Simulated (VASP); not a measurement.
# InP (F-43m) in VASP: notebook

InP is run at these levels: r2SCAN; tasks: single point, relaxation of cell and atoms.

Everything below comes from runs of VASP 6.6.1. Logs are shortened: lines on timing, memory, paths and dates and some standing lists are left out, and cuts for length are marked.

## 1. The cell of the first run

Symmetry: F-43m, No. 216, cubic system. Conventional cell: a = 5.908 Å, b = 5.908 Å, c = 5.908 Å, α = 90.00°, β = 90.00°, γ = 90.00°. Within 3.4 Å of In (site symmetry -43m) lie 4 P at 2.56 Å. Within 3.4 Å of P (site symmetry -43m) lie 4 In at 2.56 Å.

## 2. Single point, r2SCAN

Input file POSCAR:

```
InP
1.0
    0.0000000000      2.9537887862      2.9537887862
    2.9537887862      0.0000000000      2.9537887862
    2.9537887862      2.9537887862      0.0000000000
In P
1 1
Direct
    0.0000000000      0.0000000000      0.0000000000
    0.7500000000      0.7500000000      0.7500000000
```

Input file INCAR.step1:

```
ALGO     = Normal         # electronic algorithm
EDIFF    = 1E-4           # SCF threshold, eV
ENCUT    = 520            # plane-wave cutoff, eV
GGA      = PE             # functional
ISMEAR   = 0              # smearing method
LASPH    = True           # aspherical terms in the spheres
LCHARG   = False          # write CHGCAR
LREAL    = False          # projectors in reciprocal space
LWAVE    = True           # write WAVECAR
NBANDS   = 16             # bands
NELM     = 60             # most SCF steps
PREC     = Accurate       # precision mode
SIGMA    = 0.02           # smearing width, eV
```

Input file INCAR.step2:

```
ALGO     = Normal         # electronic algorithm
EDIFF    = 1E-6           # SCF threshold, eV
ENCUT    = 520            # plane-wave cutoff, eV
ISIF     = 2              # what is computed and relaxed
ISMEAR   = 0              # smearing method
ISTART   = 1            
LASPH    = True           # aspherical terms in the spheres
LCHARG   = True           # write CHGCAR
LELF     = True           # ELF
LMIXTAU  = True         
LREAL    = False          # projectors in reciprocal space
LVHAR    = True         
LWAVE    = False          # write WAVECAR
METAGGA  = R2SCAN         # meta-GGA
NBANDS   = 16             # bands
NELM     = 60             # most SCF steps
PREC     = Accurate       # precision mode
SIGMA    = 0.02           # smearing width, eV
```

Input file KPOINTS:

```
k-points
0
Gamma
  10 10 10
```

Potentials or basis: VASP PAW PBE potentials, release 64 (In_d, P).

Command:

```bash
$ cat potpaw_PBE.64/In_d/POTCAR potpaw_PBE.64/P/POTCAR > POTCAR
$ cp INCAR.step1 INCAR
$ mpirun -np 1 vasp_std > vasp.out
$ cp INCAR.step2 INCAR
$ mpirun -np 1 vasp_std > vasp.out
```

OUTCAR:

```text
EDIFF = 1E-6
   ENCUT = 520
   ISIF = 2
   ISMEAR = 0
   ISTART = 1
   LASPH = True
   LREAL = False
   METAGGA = R2SCAN
   NELM = 60
   PREC = Accurate

 ion  position               nearest neighbor table
   1  0.000  0.000  0.000-   2 2.56   2 2.56   2 2.56   2 2.56
   2  0.750  0.750  0.750-   1 2.56   1 2.56   1 2.56   1 2.56

  LATTYP: Found a face centered cubic cell.
 ALAT       =     5.9075775724

  Lattice vectors:

 A1 = (   0.0000000000,   2.9537887862,   2.9537887862)
 A2 = (   2.9537887862,   0.0000000000,   2.9537887862)
 A3 = (   2.9537887862,   2.9537887862,   0.0000000000)

Analysis of symmetry for initial positions (statically):
=====================================================================
 Subroutine PRICEL returns:
 Original cell was already a primitive cell.

 Routine SETGRP: Setting up the symmetry group for a
 face centered cubic supercell.

 Subroutine GETGRP returns: Found 24 space group operations
 (whereof 24 operations were pure point group operations)
 out of a pool of 48 trial point group operations.

The static configuration has the point symmetry T_d .

Analysis of symmetry for dynamics (positions and initial velocities):
=====================================================================
 Subroutine PRICEL returns:
 Original cell was already a primitive cell.

 Routine SETGRP: Setting up the symmetry group for a
 face centered cubic supercell.

 Subroutine GETGRP returns: Found 24 space group operations
 (whereof 24 operations were pure point group operations)
 out of a pool of 48 trial point group operations.

The dynamic configuration has the point symmetry T_d .

 Subroutine INISYM returns: Found 24 space group operations
 (whereof 24 operations are pure point group operations),
 and found     1 'primitive' translations

----------------------------------------------------------------------------------------

                                     Primitive cell

  volume of cell :      51.5428

  direct lattice vectors                    reciprocal lattice vectors
     0.000000000  2.953788786  2.953788786    -0.169274121  0.169274121  0.169274121
     2.953788786  0.000000000  2.953788786     0.169274121 -0.169274121  0.169274121
     2.953788786  2.953788786  0.000000000     0.169274121  0.169274121 -0.169274121

  length of vectors
     4.177288162  4.177288162  4.177288162     0.293191378  0.293191378  0.293191378

  position of ions in fractional coordinates (direct lattice)
     0.000000000  0.000000000  0.000000000
     0.750000000  0.750000000  0.750000000

  ion indices of the primitive-cell ions
   primitive index   ion index
                 1           1
                 2           2

----------------------------------------------------------------------------------------

 KPOINTS: k-points

Automatic generation of k-mesh.
 Grid dimensions read from file:
 generate k-points for:   10   10   10

 Generating k-lattice:

  Cartesian coordinates                     Fractional coordinates (reciprocal lattice)
    -0.016927412  0.016927412  0.016927412     0.100000000  0.000000000  0.000000000
     0.016927412 -0.016927412  0.016927412     0.000000000  0.100000000  0.000000000
     0.016927412  0.016927412 -0.016927412     0.000000000  0.000000000  0.100000000

  Length of vectors
     0.029319138  0.029319138  0.029319138

  Shift w.r.t. Gamma in fractional coordinates (k-lattice)
     0.000000000  0.000000000  0.000000000

 Subroutine IBZKPT returns following result:
 ===========================================

 Found     47 irreducible k-points:

 Following reciprocal coordinates:
            Coordinates               Weight
  0.000000  0.000000  0.000000      1.000000
  0.100000  0.000000  0.000000      8.000000
  0.200000  0.000000  0.000000      8.000000
  0.300000  0.000000  0.000000      8.000000
  0.400000  0.000000  0.000000      8.000000
  0.500000  0.000000  0.000000      4.000000
[... 16 lines left out ...]
  0.300000  0.300000  0.000000      6.000000
  0.400000  0.300000  0.000000     24.000000
 [... further k-points ...]
   k-points           NKPTS =     47   k-points in BZ     NKDIM =     47   number of bands    NBANDS=     16
   number of dos      NEDOS =    301   number of ions     NIONS =      2
   total plane-waves  NPLWV =  32768
   dimension x,y,z NGX =    32 NGY =   32 NGZ =   32
   dimension x,y,z NGXF=    64 NGYF=   64 NGZF=   64
   ions per type =               1   1
   NGX,Y,Z   is equivalent  to a cutoff of  12.74, 12.74, 12.74 a.u.
   NGXF,Y,Z  is equivalent  to a cutoff of  25.47, 25.47, 25.47 a.u.
 SYSTEM =  unknown system
   PREC   = accura    normal or accurate (medium, high low for compatibility)
   ISTART =      1    job   : 0-new  1-cont  2-samecut
   ICHARG =      0    charge: 1-file 2-atom 10-const
   ISPIN  =      1    spin polarized calculation?
   LNONCOLLINEAR =      F non collinear calculations
   LSORBIT =      F    spin-orbit coupling
   LASPH  =      T    aspherical Exc in radial PAW
   ENCUT  =  520.0 eV  38.22 Ry    6.18 a.u.   7.77  7.77  7.77*2*pi/ulx,y,z
   NELM   =     60;   NELMIN=  2; NELMDL=  0     # of ELM steps
   EDIFF  = 0.1E-05   stopping-criterion for ELM
   LREAL  =      F    real-space projection
   EDIFFG = 0.1E-04   stopping-criterion for IOM
   NSW    =      0    number of steps for IOM
   IBRION =     -1    ionic relax: 0-MD 1-quasi-New 2-CG
   NFREE  =      0    steps in history (QN), initial steepest desc. (CG)
   ISIF   =      2    stress and relaxation
   ISYM   =      2    0-nonsym 1-usesym 2-fastsym
   POTIM  = 0.5000    time-step for ionic-motion
   TEBEG  =    0.0;   TEEND  =   0.0 temperature during run
   PSTRESS=    0.0 pullay stress
   NELECT =      18.0000    total number of electrons
   NUPDOWN=      -1.0000    fix difference up-down
   EMIN   =  10.00;   EMAX   =-10.00  energy-range for DOS
   EFERMI =   0.00;   METHOD = LEGACY
   ISMEAR =     0;   SIGMA  =   0.02  broadening in eV -4-tet -1-fermi 0-gaus
   EFERMI_NEDOS =   21; number of points for ismear=-14 and -15
   IALGO  =     38    algorithm
   IMIX   =      4    mixing-type and parameters
     AMIX     =   0.40;   BMIX     =  1.00
     AMIX_MAG =   1.60;   BMIX_MAG =  1.00
  volume/ion in A,a.u.               =      25.77       173.91
  Fermi-wavevector in a.u.,A,eV,Ry     =   1.152859  2.178588 18.083287  1.329084
  Thomas-Fermi vector in A             =   2.289507
   LORBIT       =      0    0 simple, 1 ext, 2 COOP (PROOUT), +10 PAW based schemes
   METAGGA = R2SCAN    functional components
   LHFCALC =     F    Hartree Fock is set to
   AEXX    =    0.0000 exact exchange contribution
   IVDW    =     0    specifies the selected vdW correction
   LEPSILON=     F    determine dielectric tensor
   LRPA    =     F    only Hartree local field effects (RPA)
 non-spin polarized calculation
 Gauss-broadening in eV      SIGMA  =   0.02
  energy-cutoff  :      520.00
  volume of cell :       51.54
 maximum number of plane-waves:      1411
   NGX = 15   NGY = 15   NGZ = 15

 number of electron      18.0000009 magnetization

 Free energy of the ion-electron system (eV)
  ---------------------------------------------------
  ext. energy  EPLUGINS =         0.00000000
  ---------------------------------------------------
  free energy    TOTEN  =       -32.29865421 eV

  energy without entropy =      -32.29865421  energy(sigma->0) =      -32.29865421

 E-fermi :   4.8911     XC(G=0):  -9.7709

 val. band max:        4.7529595226   @ k =   0.0000   0.0000   0.0000
 cond. band min:       5.7832396940   @ k =   0.0000   0.0000   0.0000
 fundamental gap:      1.0302801714
 Fermi energy:         4.8910711277

 k-point     1 :       0.0000    0.0000    0.0000
  band No.  band energies     occupation
      1      -9.8575      2.00000
      2      -9.8575      2.00000
      3      -9.8575      2.00000
      4      -9.6908      2.00000
      5      -9.6908      2.00000
      6      -7.0821      2.00000
[... 8 lines left out ...]
     15      14.6379      0.00000
     16      14.6379      0.00000

 k-point     2 :       0.1000    0.0000    0.0000
  band No.  band energies     occupation
      1      -9.8704      2.00000
      2      -9.8525      2.00000
      3      -9.8525      2.00000
      4      -9.6908      2.00000
      5      -9.6908      2.00000
      6      -6.9653      2.00000
[... 8 lines left out ...]
     15      14.1490      0.00000
     16      14.3329      0.00000

 k-point     3 :       0.2000    0.0000    0.0000
  band No.  band energies     occupation
      1      -9.9027      2.00000
      2      -9.8405      2.00000
      3      -9.8405      2.00000
      4      -9.6897      2.00000
      5      -9.6897      2.00000
      6      -6.6306      2.00000
[... 8 lines left out ...]
     15      13.7268      0.00000
     16      14.5889      0.00000

 k-point     4 :       0.3000    0.0000    0.0000
  band No.  band energies     occupation
      1      -9.9404      2.00000
      2      -9.8277      2.00000
      3      -9.8277      2.00000
      4      -9.6861      2.00000
      5      -9.6861      2.00000
      6      -6.1331      2.00000
[... 8 lines left out ...]
     15      14.0369      0.00000
     16      14.1482      0.00000
[... 324 lines left out ...]
 k-point    22 :      -0.2000    0.2000    0.0000
  band No.  band energies     occupation
      1      -9.9521      2.00000
      2      -9.8203      2.00000
      3      -9.8169      2.00000
      4      -9.6950      2.00000
      5      -9.6829      2.00000
      6      -5.9646      2.00000
[... 8 lines left out ...]
     15      15.5334      0.00000
     16      16.6199      0.00000

 k-point    23 :       0.3000    0.3000    0.0000
  band No.  band energies     occupation
      1      -9.9905      2.00000
      2      -9.7903      2.00000
      3      -9.7902      2.00000
      4      -9.7208      2.00000
      5      -9.6680      2.00000
      6      -5.8165      2.00000
[... 8 lines left out ...]
     15      15.4377      0.00000
     16      18.1619      0.00000

 k-point    24 :       0.4000    0.3000    0.0000
  band No.  band energies     occupation
      1     -10.0109      2.00000
      2      -9.7805      2.00000
      3      -9.7776      2.00000
      4      -9.7243      2.00000
      5      -9.6646      2.00000
      6      -5.3989      2.00000
[... 8 lines left out ...]
     15      15.8917      0.00000
     16      18.0247      0.00000

 [... further k-points ...]

------------------------ aborting loop because EDIFF is reached ----------------------------------------

  FORCE on cell =-STRESS in cart. coord.  units (eV):
  Direction    XX          YY          ZZ          XY          YZ          ZX
  --------------------------------------------------------------------------------------
  -------------------------------------------------------------------------------------
  Total       -0.0390407     -0.0390407     -0.0390407      0.0000000      0.0000000      0.0000000
  in kB       -1.2135574     -1.2135574     -1.2135574      0.0000000      0.0000000      0.0000000
  external PRESSURE =      -1.2135574 kB  Pullay stress =       0.0000000 kB

 VOLUME and BASIS-vectors are now :
 -----------------------------------------------------------------------------
  energy-cutoff  :      520.00
  volume of cell :       51.54
      direct lattice vectors                 reciprocal lattice vectors
     0.000000000  2.953788786  2.953788786    -0.169274121  0.169274121  0.169274121
     2.953788786  0.000000000  2.953788786     0.169274121 -0.169274121  0.169274121
     2.953788786  2.953788786  0.000000000     0.169274121  0.169274121 -0.169274121

 POSITION                                       TOTAL-FORCE (eV/Angst)
 -----------------------------------------------------------------------------------
      0.00000      0.00000      0.00000        -0.000000     -0.000000     -0.000000
      4.43068      4.43068      4.43068         0.000000      0.000000      0.000000
 -----------------------------------------------------------------------------------
    total drift:                                0.000002      0.000002      0.000002

  FREE ENERGIE OF THE ION-ELECTRON SYSTEM (eV)
  ---------------------------------------------------
  free  energy   TOTEN  =       -32.2986542093 eV

  energy  without entropy=      -32.2986542093  energy(sigma->0) =      -32.29865421
```

Wall time 1.9 min (1 thread of Intel Xeon Platinum 8259CL at 2.50GHz (Skylake/Cascade Lake), shared host); peak memory 0.2 GiB.

What came out:

* Free energy: -32.2987 eV
* Pressure: -0.1 GPa
* Band gap on the k mesh: 1.03 eV

Caveat: the PAW data sets were made with another functional, which shifts forces and pressure a little; spin-orbit coupling is left out, which moves the levels of the heavy elements.

## 3. Relaxation of cell and atoms, r2SCAN

Input file POSCAR:

```
InP
1.0
    0.0000000000      2.9519763900      2.9519763900
    2.9519763900      0.0000000000      2.9519763900
    2.9519763900      2.9519763900      0.0000000000
In P
1 1
Direct
    0.0000000000      0.0000000000      0.0000000000
    0.7500000000      0.7500000000      0.7500000000
```

Input file INCAR.step1:

```
SYSTEM = InP
PREC     = Accurate       ! precision mode
ENCUT    = 600            ! plane-wave cutoff, eV
ISMEAR   = 0              ! smearing method
SIGMA    = 0.02           ! smearing width, eV
LREAL    = .FALSE.        ! projectors in reciprocal space
LASPH    = .TRUE.         ! aspherical terms in the spheres
NELM     = 80             ! most SCF steps
GGA      = PE             ! functional
ALGO     = Normal         ! electronic algorithm
EDIFF    = 1E-4           ! SCF threshold, eV
LWAVE    = .TRUE.         ! write WAVECAR
LCHARG   = .FALSE.        ! write CHGCAR
```

Input file INCAR.step2:

```
SYSTEM = InP
PREC     = Accurate       ! precision mode
ENCUT    = 600            ! plane-wave cutoff, eV
EDIFF    = 1E-7           ! SCF threshold, eV
ISMEAR   = 0              ! smearing method
SIGMA    = 0.02           ! smearing width, eV
LREAL    = .FALSE.        ! projectors in reciprocal space
LASPH    = .TRUE.         ! aspherical terms in the spheres
NELM     = 80             ! most SCF steps
ALGO     = Normal         ! electronic algorithm
ISIF     = 3              ! what is computed and relaxed
LWAVE    = .FALSE.        ! write WAVECAR
LCHARG   = .FALSE.        ! write CHGCAR
METAGGA  = R2SCAN         ! meta-GGA
LMIXTAU  = .TRUE.       
IBRION   = 2              ! ionic algorithm
NSW      = 100            ! ionic steps
EDIFFG   = -0.002         ! ionic threshold
ISTART   = 1
```

Input file KPOINTS:

```
regular mesh
0
G
  10 10 10
  0 0 0
```

Potentials or basis: VASP PAW PBE potentials, release 64 (In_d, P).

Command:

```bash
$ cat potpaw_PBE.64/In_d/POTCAR potpaw_PBE.64/P/POTCAR > POTCAR
$ cp INCAR.step1 INCAR
$ mpirun -np 1 vasp_std > vasp.out
$ cp INCAR.step2 INCAR
$ mpirun -np 1 vasp_std > vasp.out
```

Run time: 6.2 min. Hardware: 1 thread of Intel Xeon Platinum 8259CL at 2.50GHz (Skylake/Cascade Lake), shared host; peak memory 0.24 GiB.

The run converged. Its results:

| Property | Result |
| --- | --- |
| Free energy | -32.2997 eV |
| Relaxed volume | 25.73 Å³/atom |
| Relaxed cell | a = 4.175 Å, b = 4.175 Å, c = 4.175 Å, α = 60.00°, β = 60.00°, γ = 60.00° |
| Space group after relaxing (to 0.1 Å) | F-43m (No. 216) |
| Energy gained by relaxing | 0.0 meV/atom |
| Ionic steps | 3 |
| Pressure after relaxing | 0.0 GPa |
| Band gap on the k mesh | 1.04 eV |

Final structure:
```
In P
1.0
     0.00000    2.95233    2.95233
     2.95233    0.00000    2.95233
     2.95233    2.95233    0.00000
In P
1 1
Direct
  0.00000 0.00000 0.00000
  0.75000 0.75000 0.75000
```

Levels at points of the mesh, in eV from the valence-band top:
| k point | band 5 | band 6 | band 7 | band 8 | band 9 | band 10 | band 11 | band 12 | band 13 |
| --- | --- | --- | --- | --- | --- | --- | --- | --- | --- |
| (0.00, 0.00, 0.00) | -14.45 | -11.85 | 0.00 | 0.00 | 0.00 | 1.04 | 4.44 | 4.44 | 4.44 |
| (0.50, 0.00, 0.00) | -14.43 | -10.11 | -5.76 | -0.98 | -0.98 | 1.81 | 5.16 | 5.16 | 7.50 |
| (0.50, 0.50, 0.00) | -14.41 | -9.46 | -5.78 | -2.33 | -2.33 | 2.04 | 2.55 | 9.74 | 10.16 |

Caveat: the PAW data sets were made with another functional, which shifts forces and pressure a little; spin-orbit coupling is left out, which moves the levels of the heavy elements.
